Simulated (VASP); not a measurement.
# Sb (I4/mmm) in VASP: single point with PBE+D3(BJ)

Aim: the single point of Sb with PBE+D3(BJ).

Everything below comes from runs of VASP 6.6.1. Logs are shortened: lines on timing, memory, paths and dates and some standing lists are left out, and cuts for length are marked.

### 1 The cell of the first run

The structure is tetragonal, space group I4/mmm (No. 139). The conventional cell has a = 3.443 Å, b = 3.443 Å, c = 3.593 Å, α = 90.00°, β = 90.00°, γ = 90.00°. Within 4.0 Å of Sb (site symmetry 4/mmm) lie 14 Sb at 3.03 to 3.59 Å.

### 2 Single point, PBE+D3(BJ) (strain -0.080 along x and y, -0.040 along z)

INCAR reads:

```
SYSTEM = Sb
  PREC = Accurate
  ENCUT = 520
  EDIFF = 1E-6
  ISMEAR = 0
  SIGMA = 0.15
  LREAL = .FALSE.
  LASPH = .TRUE.
  NELM = 60
  ALGO = Normal
  ISIF = 2
  LWAVE = .FALSE.
  LCHARG = .FALSE.
  GGA = PE
  IVDW = 12
  NBANDS = 8
```

KPOINTS reads:

```
Automatic mesh
0
G
  18 18 18
  0 0 0
```

POSCAR reads:

```
Sb
1.0
   -1.7216336154      1.7216336154      1.7964872508
    1.7216336154     -1.7216336154      1.7964872508
    1.7216336154      1.7216336154     -1.7964872508
Sb
1
Direct
    0.0000000000      0.0000000000      0.0000000000
```

Potentials or basis: VASP PAW PBE potentials, release 64 (Sb).

The run is started by

```sh
$ cat potpaw_PBE.64/Sb/POTCAR > POTCAR
$ mpirun -np 1 vasp_std > vasp.out
```

OUTCAR:

```text
SYSTEM = Sb
   PREC = Accurate
   ENCUT = 520
   EDIFF = 1E-6
   ISMEAR = 0
   LREAL = .FALSE.
   LASPH = .TRUE.
   NELM = 60
   ISIF = 2
   GGA = PE
   IVDW = 12
 IVDW          = 12

 ion  position               nearest neighbor table
   1  0.000  0.000  0.000-

  LATTYP: Found a body centered tetragonal cell.
 ALAT       =     3.4432672308
 C/A-ratio  =     1.0434782608

  Lattice vectors:

 A1 = (  -1.7216336154,   1.7216336154,   1.7964872508)
 A2 = (   1.7216336154,  -1.7216336154,   1.7964872508)
 A3 = (   1.7216336154,   1.7216336154,  -1.7964872508)

Analysis of symmetry for initial positions (statically):
=====================================================================
 Subroutine PRICEL returns:
 Original cell was already a primitive cell.

 Routine SETGRP: Setting up the symmetry group for a
 body centered tetragonal supercell.

 Subroutine GETGRP returns: Found 16 space group operations
 (whereof 16 operations were pure point group operations)
 out of a pool of 16 trial point group operations.

The static configuration has the point symmetry D_4h.

Analysis of symmetry for dynamics (positions and initial velocities):
=====================================================================
 Subroutine PRICEL returns:
 Original cell was already a primitive cell.

 Routine SETGRP: Setting up the symmetry group for a
 body centered tetragonal supercell.

 Subroutine GETGRP returns: Found 16 space group operations
 (whereof 16 operations were pure point group operations)
 out of a pool of 16 trial point group operations.

The dynamic configuration has the point symmetry D_4h.

 Subroutine INISYM returns: Found 16 space group operations
 (whereof 16 operations are pure point group operations),
 and found     1 'primitive' translations

----------------------------------------------------------------------------------------

                                     Primitive cell

  volume of cell :      21.2993

  direct lattice vectors                    reciprocal lattice vectors
    -1.721633615  1.721633615  1.796487251     0.000000000  0.290421839  0.278320929
     1.721633615 -1.721633615  1.796487251     0.290421839  0.000000000  0.278320929
     1.721633615  1.721633615 -1.796487251     0.290421839  0.290421839  0.000000000

  length of vectors
     3.025790980  3.025790980  3.025790980     0.402252885  0.402252885  0.410718503

  position of ions in fractional coordinates (direct lattice)
     0.000000000  0.000000000  0.000000000

  ion indices of the primitive-cell ions
   primitive index   ion index
                 1           1

----------------------------------------------------------------------------------------

 KPOINTS: Automatic mesh

Automatic generation of k-mesh.
 Grid dimensions read from file:
 generate k-points for:   18   18   18

 Generating k-lattice:

  Cartesian coordinates                     Fractional coordinates (reciprocal lattice)
     0.000000000  0.016134547  0.015462274     0.055555556  0.000000000 -0.000000000
     0.016134547  0.000000000  0.015462274     0.000000000  0.055555556 -0.000000000
     0.016134547  0.016134547  0.000000000     0.000000000  0.000000000  0.055555556

  Length of vectors
     0.022347383  0.022347383  0.022817695

  Shift w.r.t. Gamma in fractional coordinates (k-lattice)
     0.000000000  0.000000000  0.000000000

 Subroutine IBZKPT returns following result:
 ===========================================

 Found    480 irreducible k-points:

 Following reciprocal coordinates:
            Coordinates               Weight
  0.000000  0.000000  0.000000      1.000000
  0.055556  0.000000 -0.000000      8.000000
  0.111111  0.000000 -0.000000      8.000000
  0.166667  0.000000 -0.000000      8.000000
  0.222222  0.000000  0.000000      8.000000
  0.277778  0.000000 -0.000000      8.000000
[... 16 lines left out ...]
 -0.277778  0.055556  0.000000     16.000000
 -0.222222  0.055556 -0.000000     16.000000
 [... further k-points ...]
   k-points           NKPTS =    480   k-points in BZ     NKDIM =    480   number of bands    NBANDS=      8
   number of dos      NEDOS =    301   number of ions     NIONS =      1
   total plane-waves  NPLWV =  13824
   dimension x,y,z NGX =    24 NGY =   24 NGZ =   24
   dimension x,y,z NGXF=    48 NGYF=   48 NGZF=   48
   ions per type =               1
   NGX,Y,Z   is equivalent  to a cutoff of  13.19, 13.19, 13.19 a.u.
   NGXF,Y,Z  is equivalent  to a cutoff of  26.37, 26.37, 26.37 a.u.
 SYSTEM =  Sb
   PREC   = accura    normal or accurate (medium, high low for compatibility)
   ISTART =      0    job   : 0-new  1-cont  2-samecut
   ICHARG =      2    charge: 1-file 2-atom 10-const
   ISPIN  =      1    spin polarized calculation?
   LNONCOLLINEAR =      F non collinear calculations
   LSORBIT =      F    spin-orbit coupling
   LASPH  =      T    aspherical Exc in radial PAW
   ENCUT  =  520.0 eV  38.22 Ry    6.18 a.u.   5.63  5.63  5.63*2*pi/ulx,y,z
   NELM   =     60;   NELMIN=  2; NELMDL= -5     # of ELM steps
   EDIFF  = 0.1E-05   stopping-criterion for ELM
   LREAL  =      F    real-space projection
   EDIFFG = 0.1E-04   stopping-criterion for IOM
   NSW    =      0    number of steps for IOM
   IBRION =     -1    ionic relax: 0-MD 1-quasi-New 2-CG
   NFREE  =      0    steps in history (QN), initial steepest desc. (CG)
   ISIF   =      2    stress and relaxation
   ISYM   =      2    0-nonsym 1-usesym 2-fastsym
   POTIM  = 0.5000    time-step for ionic-motion
   TEBEG  =    0.0;   TEEND  =   0.0 temperature during run
   PSTRESS=    0.0 pullay stress
   NELECT =       5.0000    total number of electrons
   NUPDOWN=      -1.0000    fix difference up-down
   EMIN   =  10.00;   EMAX   =-10.00  energy-range for DOS
   EFERMI =   0.00;   METHOD = LEGACY
   ISMEAR =     0;   SIGMA  =   0.15  broadening in eV -4-tet -1-fermi 0-gaus
   EFERMI_NEDOS =   21; number of points for ismear=-14 and -15
   IALGO  =     38    algorithm
   IMIX   =      4    mixing-type and parameters
     AMIX     =   0.40;   BMIX     =  1.00
     AMIX_MAG =   1.60;   BMIX_MAG =  1.00
  volume/ion in A,a.u.               =      21.30       143.73
  Fermi-wavevector in a.u.,A,eV,Ry     =   1.009895  1.908425 13.876422  1.019888
  Thomas-Fermi vector in A             =   2.142851
   LORBIT       =      0    0 simple, 1 ext, 2 COOP (PROOUT), +10 PAW based schemes
   GGA     = PE    functional components
   LHFCALC =     F    Hartree Fock is set to
   AEXX    =    0.0000 exact exchange contribution
   IVDW    =    12    specifies the selected vdW correction
   LEPSILON=     F    determine dielectric tensor
   LRPA    =     F    only Hartree local field effects (RPA)
 non-spin polarized calculation
 Gauss-broadening in eV      SIGMA  =   0.15
  energy-cutoff  :      520.00
  volume of cell :       21.30
 maximum number of plane-waves:       587
   NGX = 11   NGY = 11   NGZ = 11

 number of electron       5.0000000 magnetization

 Free energy of the ion-electron system (eV)
  ---------------------------------------------------
  ext. energy  EPLUGINS =         0.00000000
  ---------------------------------------------------
  free energy    TOTEN  =        -3.52808609 eV

  energy without entropy =       -3.52221186  energy(sigma->0) =       -3.52514897

 E-fermi :  11.8971     XC(G=0): -11.2882

 val. band max:       11.8951163840   @ k =  -0.2222  -0.2778   0.2222
 cond. band min:      11.9176308875   @ k =  -0.2222  -0.3333   0.1667
 fundamental gap:      0.0225145035
 Fermi energy:        11.8971133020

 k-point     1 :       0.0000    0.0000    0.0000
  band No.  band energies     occupation
      1      -3.0760      2.00000
      2      19.2697      0.00000
      3      19.5231      0.00000
      4      19.5231      0.00000
      5      23.1350      0.00000
      6      23.1350      0.00000
      7      23.3636      0.00000
      8      23.8831      0.00000

 k-point     2 :       0.0556    0.0000   -0.0000
  band No.  band energies     occupation
      1      -2.9971      2.00000
      2      18.5895      0.00000
      3      19.1620      0.00000
      4      19.3167      0.00000
      5      22.4609      0.00000
      6      22.7839      0.00000
      7      23.5338      0.00000
      8      23.8293      0.00000

 k-point     3 :       0.1111    0.0000   -0.0000
  band No.  band energies     occupation
      1      -2.7603      2.00000
      2      16.8233      0.00000
      3      18.3637      0.00000
      4      19.0306      0.00000
      5      21.7878      0.00000
      6      22.0035      0.00000
      7      23.2146      0.00000
      8      24.1826      0.00000

 k-point     4 :       0.1667    0.0000   -0.0000
  band No.  band energies     occupation
      1      -2.3657      2.00000
      2      14.7522      0.00000
      3      17.4580      0.00000
      4      18.6027      0.00000
      5      21.1968      0.00000
      6      21.2966      0.00000
      7      23.1616      0.00000
      8      24.5622      0.00000

 k-point     5 :       0.2222    0.0000    0.0000
  band No.  band energies     occupation
      1      -1.8138      2.00000
      2      12.6491      0.00000
      3      16.5887      0.00000
      4      18.1022      0.00000
      5      20.6736      0.00000
      6      20.6997      0.00000
      7      23.4142      0.00000
      8      24.9954      0.00000
[... 177 lines left out ...]
 k-point    22 :      -0.3333    0.0556    0.0000
  band No.  band energies     occupation
      1      -0.6169      2.00000
      2       9.6358      2.00000
      3      15.0727      0.00000
      4      16.8793      0.00000
      5      20.2791      0.00000
      6      20.7455      0.00000
      7      23.4553      0.00000
      8      26.6374      0.00000

 k-point    23 :      -0.2778    0.0556    0.0000
  band No.  band energies     occupation
      1      -1.4031      2.00000
      2      11.6020      1.99460
      3      15.7877      0.00000
      4      17.3447      0.00000
      5      20.6939      0.00000
      6      21.0455      0.00000
      7      23.0287      0.00000
      8      25.9779      0.00000

 k-point    24 :      -0.2222    0.0556   -0.0000
  band No.  band energies     occupation
      1      -2.0363      2.00000
      2      13.6532      0.00000
      3      16.6392      0.00000
      4      17.8651      0.00000
      5      21.1767      0.00000
      6      21.3740      0.00000
      7      22.8525      0.00000
      8      25.3486      0.00000

 [... further k-points ...]

------------------------ aborting loop because EDIFF is reached ----------------------------------------

 Edisp (eV)   -0.66384

 E8    (eV) :    -0.3055

  FORCE on cell =-STRESS in cart. coord.  units (eV):
  Direction    XX          YY          ZZ          XY          YZ          ZX
  --------------------------------------------------------------------------------------
  -------------------------------------------------------------------------------------
  Total       2.89222     2.89222     2.53061     0.00000     0.00000     0.00000
  in kB     217.55887   217.55887   190.35737     0.00000     0.00000     0.00000
  external pressure =      208.49 kB  Pullay stress =        0.00 kB

 VOLUME and BASIS-vectors are now :
 -----------------------------------------------------------------------------
  energy-cutoff  :      520.00
  volume of cell :       21.30
      direct lattice vectors                 reciprocal lattice vectors
    -1.721633615  1.721633615  1.796487251     0.000000000  0.290421839  0.278320929
     1.721633615 -1.721633615  1.796487251     0.290421839  0.000000000  0.278320929
     1.721633615  1.721633615 -1.796487251     0.290421839  0.290421839  0.000000000

 POSITION                                       TOTAL-FORCE (eV/Angst)
 -----------------------------------------------------------------------------------
      0.00000      0.00000      0.00000         0.000000      0.000000      0.000000
 -----------------------------------------------------------------------------------
    total drift:                                0.000000      0.000000      0.000000

  FREE ENERGIE OF THE ION-ELECTRON SYSTEM (eV)
  ---------------------------------------------------
  free  energy   TOTEN  =        -4.1919251208 eV

  energy  without entropy=       -4.1860508972  energy(sigma->0) =       -4.18898801
```

Run time: 25 s. Hardware: 1 thread of AMD EPYC 9R45 (Zen 5), shared host; peak memory 0.18 GiB.

What came out:

```
Free energy                : -4.1919 eV
Pressure                   : 20.8 GPa
Dispersion energy per atom : -0.664 eV
```

Stress tensor (GPa, compression positive):
```
21.76  0.00  0.00
 0.00 21.76  0.00
 0.00  0.00 19.04
```

Caveat: the cell differs from its parent crystal (strain -0.080 along x and y, -0.040 along z); spin-orbit coupling is left out, which moves the levels of the heavy elements; pairwise dispersion overbinds metals, which lowers pressure and volume.
